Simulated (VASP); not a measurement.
# SnO2 in VASP: notebook

SnO2 is run at these levels: r2SCAN, HSE06; tasks: single point.

All numbers are computed with VASP 6.6.1; they aren't measurements. Logs are shortened: lines on timing, memory, paths and dates and some standing lists are left out, and cuts for length are marked.

**1. The cell of the first run**

It takes space group R-3m (No. 166, trigonal). The conventional cell has a = 3.583 Å, b = 3.583 Å, c = 8.291 Å, α = 90.00°, β = 90.00°, γ = 120.00°. Within 2.8 Å of Sn (site symmetry -3m) lie 8 O at 2.09 to 2.17 Å. O (site symmetry 3m) has 4 Sn at 2.09 to 2.17 Å and 6 O at 2.47 to 2.51 Å within 2.8 Å.

**2. Single point, r2SCAN (strain along [111] -5.5%)**

POSCAR

```
SnO2
1.0
   -0.0934004823      2.4400664881      2.4400664881
    2.4400664881     -0.0934004823      2.4400664881
    2.4400664881      2.4400664881     -0.0934004823
Sn O
1 2
Direct
    0.0000000000      0.0000000000      0.0000000000
    0.2523761651      0.2523761651      0.2523761651
    0.7476238349      0.7476238349      0.7476238349
```

INCAR.step1

```
  PREC = Accurate
  ENCUT = 1480
  ISMEAR = 0
  SIGMA = 0.01
  LREAL = F
  LASPH = T
  NELM = 120
  NBANDS = 20
  GGA = PE
  ALGO = Normal
  EDIFF = 1E-5
  LWAVE = T
  LCHARG = F
  GGA_COMPAT = F
```

INCAR.step2

```
  PREC = Accurate
  ENCUT = 1480
  EDIFF = 1E-6
  ISMEAR = 0
  SIGMA = 0.01
  LREAL = F
  LASPH = T
  NELM = 120
  ALGO = Normal
  ISIF = 2
  LWAVE = F
  LCHARG = F
  METAGGA = R2SCAN
  LMIXTAU = T
  NBANDS = 20
  ISTART = 1
  GGA_COMPAT = F
```

KPOINTS

```
Automatic mesh
0
Gamma
  8 8 8
```

Potentials or basis: VASP PAW PBE potentials, release 64 (Sn_d, O_h).

Command:

```
cat potpaw_PBE.64/Sn_d/POTCAR potpaw_PBE.64/O_h/POTCAR > POTCAR
cp INCAR.step1 INCAR
mpirun -np 1 vasp_std > vasp.out
cp INCAR.step2 INCAR
mpirun -np 1 vasp_std > vasp.out
```

OUTCAR:

```text
PREC = Accurate
   ENCUT = 1480
   EDIFF = 1E-6
   ISMEAR = 0
   LREAL = F
   LASPH = T
   NELM = 120
   ISIF = 2
   METAGGA = R2SCAN
   ISTART = 1

 ion  position               nearest neighbor table
   1  0.000  0.000  0.000-   2 2.09   3 2.09   3 2.17   3 2.17   3 2.17   2 2.17   2 2.17   2 2.17

   2  0.252  0.252  0.252-   1 2.09   1 2.17   1 2.17   1 2.17
   3  0.748  0.748  0.748-   1 2.09   1 2.17   1 2.17   1 2.17

  LATTYP: Found a trigonal (rhomboedric) cell.
 ALAT       =     3.4520389023
 COS(alpha) =     0.4613841484

  Lattice vectors:

 A1 = (  -0.0934004823,   2.4400664881,   2.4400664881)
 A2 = (   2.4400664881,  -0.0934004823,   2.4400664881)
 A3 = (   2.4400664881,   2.4400664881,  -0.0934004823)

Analysis of symmetry for initial positions (statically):
=====================================================================
 Subroutine PRICEL returns:
 Original cell was already a primitive cell.

 Routine SETGRP: Setting up the symmetry group for a
 trigonal (rhombohedral) supercell.

 Subroutine GETGRP returns: Found 12 space group operations
 (whereof 12 operations were pure point group operations)
 out of a pool of 12 trial point group operations.

The static configuration has the point symmetry D_3d.

Analysis of symmetry for dynamics (positions and initial velocities):
=====================================================================
 Subroutine PRICEL returns:
 Original cell was already a primitive cell.

 Routine SETGRP: Setting up the symmetry group for a
 trigonal (rhombohedral) supercell.

 Subroutine GETGRP returns: Found 12 space group operations
 (whereof 12 operations were pure point group operations)
 out of a pool of 12 trial point group operations.

The dynamic configuration has the point symmetry D_3d.

 Subroutine INISYM returns: Found 12 space group operations
 (whereof 12 operations are pure point group operations),
 and found     1 'primitive' translations

----------------------------------------------------------------------------------------

                                     Primitive cell

  volume of cell :      30.7234

  direct lattice vectors                    reciprocal lattice vectors
    -0.093400482  2.440066488  2.440066488    -0.193507088  0.201208932  0.201208932
     2.440066488 -0.093400482  2.440066488     0.201208932 -0.193507088  0.201208932
[... 86 lines left out ...]
   NELM   =    120;   NELMIN=  2; NELMDL=  0     # of ELM steps
   EDIFF  = 0.1E-05   stopping-criterion for ELM
   LREAL  =      F    real-space projection
   EDIFFG = 0.1E-04   stopping-criterion for IOM
   NSW    =      0    number of steps for IOM
   IBRION =     -1    ionic relax: 0-MD 1-quasi-New 2-CG
   NFREE  =      0    steps in history (QN), initial steepest desc. (CG)
   ISIF   =      2    stress and relaxation
   ISYM   =      2    0-nonsym 1-usesym 2-fastsym
   POTIM  = 0.5000    time-step for ionic-motion
   TEBEG  =    0.0;   TEEND  =   0.0 temperature during run
   PSTRESS=    0.0 pullay stress
   NELECT =      26.0000    total number of electrons
   NUPDOWN=      -1.0000    fix difference up-down
   EMIN   =  10.00;   EMAX   =-10.00  energy-range for DOS
   EFERMI =   0.00;   METHOD = LEGACY
   ISMEAR =     0;   SIGMA  =   0.01  broadening in eV -4-tet -1-fermi 0-gaus
   EFERMI_NEDOS =   21; number of points for ismear=-14 and -15
   IALGO  =     38    algorithm
   IMIX   =      4    mixing-type and parameters
     AMIX     =   0.40;   BMIX     =  1.00
     AMIX_MAG =   1.60;   BMIX_MAG =  1.00
  volume/ion in A,a.u.               =      10.24        69.11
  Fermi-wavevector in a.u.,A,eV,Ry     =   1.548494  2.926228 32.624488  2.397832
  Thomas-Fermi vector in A             =   2.653436
   LORBIT       =      0    0 simple, 1 ext, 2 COOP (PROOUT), +10 PAW based schemes
   METAGGA = R2SCAN    functional components
   LHFCALC =     F    Hartree Fock is set to
   AEXX    =    0.0000 exact exchange contribution
   IVDW    =     0    specifies the selected vdW correction
   LEPSILON=     F    determine dielectric tensor
   LRPA    =     F    only Hartree local field effects (RPA)
 non-spin polarized calculation
 Gauss-broadening in eV      SIGMA  =   0.01
  energy-cutoff  :     1480.00
  volume of cell :       30.72
 maximum number of plane-waves:      4019
 NGX is ok and might be reduce to    48
   NGX = 21   NGY = 21   NGZ = 21

 number of electron      26.0000001 magnetization

 Free energy of the ion-electron system (eV)
  ---------------------------------------------------
  ext. energy  EPLUGINS =         0.00000000
  ---------------------------------------------------
  free energy    TOTEN  =       -41.39879644 eV

  energy without entropy =      -41.39879644  energy(sigma->0) =      -41.39879644

 E-fermi :   9.1243     XC(G=0): -13.1152

 val. band max:        9.0369822667   @ k =  -0.2500   0.5000   0.2500
 cond. band min:      10.5630644346   @ k =   0.0000   0.0000   0.0000
 fundamental gap:      1.5260821680
 Fermi energy:         9.1242668246

 k-point     1 :       0.0000    0.0000    0.0000
  band No.  band energies     occupation
      1     -12.3194      2.00000
      2     -12.0805      2.00000
      3     -12.0805      2.00000
      4     -11.9539      2.00000
      5     -11.8362      2.00000
      6     -11.8362      2.00000
[... 541 lines left out ...]
     19      25.4330      0.00000
     20      29.0051      0.00000

 [... further k-points ...]

------------------------ aborting loop because EDIFF is reached ----------------------------------------

  FORCE on cell =-STRESS in cart. coord.  units (eV):
  Direction    XX          YY          ZZ          XY          YZ          ZX
  --------------------------------------------------------------------------------------
  -------------------------------------------------------------------------------------
  Total        3.2062265      3.2062265      3.2062265      0.2981961      0.2981961      0.2981961
  in kB      167.1995615    167.1995615    167.1995615     15.5504483     15.5504483     15.5504483
  external PRESSURE =     167.1995615 kB  Pullay stress =       0.0000000 kB

 VOLUME and BASIS-vectors are now :
 -----------------------------------------------------------------------------
  energy-cutoff  :     1480.00
  volume of cell :       30.72
      direct lattice vectors                 reciprocal lattice vectors
    -0.093400482  2.440066488  2.440066488    -0.193507088  0.201208932  0.201208932
     2.440066488 -0.093400482  2.440066488     0.201208932 -0.193507088  0.201208932
     2.440066488  2.440066488 -0.093400482     0.201208932  0.201208932 -0.193507088

 POSITION                                       TOTAL-FORCE (eV/Angst)
 -----------------------------------------------------------------------------------
      0.00000      0.00000      0.00000        -0.000000      0.000000     -0.000000
      1.20806      1.20806      1.20806         0.012998      0.012998      0.012998
      3.57868      3.57868      3.57868        -0.012998     -0.012998     -0.012998
 -----------------------------------------------------------------------------------
    total drift:                               -0.000000     -0.000000      0.000000

  FREE ENERGIE OF THE ION-ELECTRON SYSTEM (eV)
  ---------------------------------------------------
  free  energy   TOTEN  =       -41.3987964418 eV

  energy  without entropy=      -41.3987964418  energy(sigma->0) =      -41.39879644
```

OUTCAR.step1:

```text
PREC = Accurate
   ENCUT = 1480
   ISMEAR = 0
   LREAL = F
[... 780 lines left out ...]
      0.00000      0.00000      0.00000         0.000000      0.000000      0.000000
      1.20806      1.20806      1.20806         0.047418      0.047418      0.047418
      3.57868      3.57868      3.57868        -0.047418     -0.047418     -0.047418
 -----------------------------------------------------------------------------------
    total drift:                               -0.000000     -0.000000      0.000000

  FREE ENERGIE OF THE ION-ELECTRON SYSTEM (eV)
  ---------------------------------------------------
  free  energy   TOTEN  =       -17.6758746397 eV

  energy  without entropy=      -17.6758746397  energy(sigma->0) =      -17.67587464
```

OSZICAR.step1:

```text
N       E                     dE             d eps       ncg     rms          rms(c)
DAV:   1     0.407554551357E+03    0.40755E+03   -0.24798E+04  2712   0.405E+03
DAV:   2     0.455847901143E+02   -0.36197E+03   -0.34339E+03  2820   0.834E+02
DAV:   3    -0.175051485704E+02   -0.63090E+02   -0.60247E+02  3072   0.217E+02
DAV:   4    -0.208841937073E+02   -0.33790E+01   -0.33575E+01  3008   0.507E+01
DAV:   5    -0.209589693470E+02   -0.74776E-01   -0.74731E-01  3132   0.758E+00    0.116E+01
DAV:   6    -0.176675185911E+02    0.32915E+01   -0.10279E+01  4076   0.565E+01    0.420E+00
DAV:   7    -0.176926962420E+02   -0.25178E-01   -0.72200E-01  2840   0.645E+00    0.205E+00
DAV:   8    -0.176764811438E+02    0.16215E-01   -0.55303E-02  3116   0.305E+00    0.385E-01
DAV:   9    -0.176753852306E+02    0.10959E-02   -0.75170E-03  3620   0.168E+00    0.985E-02
DAV:  10    -0.176758613501E+02   -0.47612E-03   -0.14378E-03  2912   0.289E-01    0.399E-02
DAV:  11    -0.176758724431E+02   -0.11093E-04   -0.76895E-05  3144   0.996E-02    0.102E-02
DAV:  12    -0.176758746397E+02   -0.21966E-05   -0.10616E-05  2392   0.252E-02
   1 F= -.17675875E+02 E0= -.17675875E+02  d E =-.439899E-76
```

Run time: 7.5 min. Hardware: 1 thread of Intel Xeon Platinum 8488C (Sapphire Rapids), shared host; peak memory 0.49 GiB.

What came out:

```yaml
Free_energy: -41.3988 eV
Pressure: 16.7 GPa
Largest_force: 0.023 eV/Å
Band_gap_on_the_k_mesh: 1.53 eV (least direct gap 2.96 eV)
```

Forces in eV/Å, atoms in the order of the input:
```
Sn   0.000  0.000  0.000
O    0.013  0.013  0.013
O   -0.013 -0.013 -0.013
```

Caveat: the cell differs from its parent crystal (strain along [111] -5.5%); the cell stands under pressure; the structure was generated, so it needn't be the stable form of SnO2; the PAW data sets were made with another functional, which shifts forces and pressure a little; spin-orbit coupling is left out, which moves the levels of the heavy elements. A k mesh can miss the band edges.

**3. Single point, HSE06 (strain -1.7%)**

POSCAR

```
SnO2
1.0
    0.0000000000      2.4911580720      2.4911580720
    2.4911580720      0.0000000000      2.4911580720
    2.4911580720      2.4911580720      0.0000000000
Sn O
1 2
Direct
    0.0000000000      0.0000000000      0.0000000000
    0.2500000000      0.2500000000      0.2500000000
    0.7500000000      0.7500000000      0.7500000000
```

INCAR.step1

```
PREC = Accurate
ENCUT = 520
EDIFF = 1E-5
ISMEAR = 0
SIGMA = 0.01
LREAL = False
LASPH = True
NELM = 80
ALGO = Normal
ISIF = 2
LWAVE = True
GGA = PE
NBANDS = 20
```

INCAR.step2

```
PREC = Accurate
ENCUT = 520
EDIFF = 1E-6
ISMEAR = 0
SIGMA = 0.01
LREAL = False
LASPH = True
NELM = 80
ALGO = Normal
ISIF = 2
LWAVE = False
LCHARG = True
GGA = PE
LHFCALC = True
HFSCREEN = 0.2079
PRECFOCK = Normal
LELF = True
LVHAR = True
ISTART = 1
NBANDS = 20
```

KPOINTS

```
Automatic mesh
0
Gamma
  6 6 6
```

Potentials or basis: VASP PAW PBE potentials, release 64 (Sn_d, O).

Command:

```
cat potpaw_PBE.64/Sn_d/POTCAR potpaw_PBE.64/O/POTCAR > POTCAR
cp INCAR.step1 INCAR
mpirun -np 1 vasp_std > vasp.out
cp INCAR.step2 INCAR
mpirun -np 1 vasp_std > vasp.out
```

Wall time 26 min (1 thread of Intel Xeon 6975P-C (Granite Rapids), shared host); peak memory 0.27 GiB.

The run converged. Its results:

| Item | Value |
| --- | --- |
| Free energy | -22.7319 eV |
| Pressure | 11.2 GPa |
| Band gap on the k mesh | 2.29 eV (least direct gap 3.87 eV) |

Levels at points of the mesh, in eV from the valence-band top:
```csv
k point,band 10,band 11,band 12,band 13,band 14,band 15,band 16,band 17
"(0.00, 0.00, 0.00)",-3.33,-1.58,-1.58,-1.58,2.29,9.01,9.01,9.01
"(0.50, 0.00, 0.00)",-3.90,-3.90,-2.44,-2.44,7.20,10.03,12.97,12.97
"(0.50, 0.50, 0.00)",-6.32,-0.20,-0.20,-0.16,5.16,9.50,12.08,15.22
```

Caveat: the cell differs from its parent crystal (strain -1.7%); the cell stands under pressure; the structure was generated, so it needn't be the stable form of SnO2; the PAW data sets were made with another functional, which shifts forces and pressure a little; spin-orbit coupling is left out, which moves the levels of the heavy elements. A k mesh can miss the band edges.
